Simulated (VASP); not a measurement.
Here is a VASP 6.6.1 calculation.

INCAR

```
SYSTEM = P
PREC = Accurate ; ENCUT = 520
EDIFF = 1E-6 ; ISMEAR = -1
SIGMA = 0.08 ; LREAL = .FALSE.
LASPH = .TRUE. ; NELM = 60
ALGO = Normal ; ISIF = 2
LWAVE = .FALSE. ; LCHARG = .FALSE.
GGA = PE ; NBANDS = 12
```

The input KPOINTS:

```
regular mesh
0
G
  22 22 22
  0 0 0
```

File POSCAR:

```
P
1.0
   -1.8268774383      1.8268774383      0.9680201026
    1.8268774383     -1.8268774383      0.9680201026
    1.8268774383      1.8268774383     -0.9680201026
P
2
Direct
   -0.3750000000     -0.1250000000     -0.2500000000
    0.3750000000      0.1250000000      0.2500000000
```

Potentials or basis: VASP PAW PBE potentials, release 64 (P).

Command:

```sh
$ cat potpaw_PBE.64/P/POTCAR > POTCAR
$ mpirun -np 1 vasp_std > vasp.out
```

What does it give for the band gap on the k mesh?

Zero (bands 5 and 6 overlap by 10.99 eV).

What does it give for the pressure?

443.8 GPa.

Stress tensor (GPa, compression positive):
```
443.99   0.00   0.00
  0.00 443.99   0.00
  0.00   0.00 443.56
```

Caveat: the cell stands under pressure.
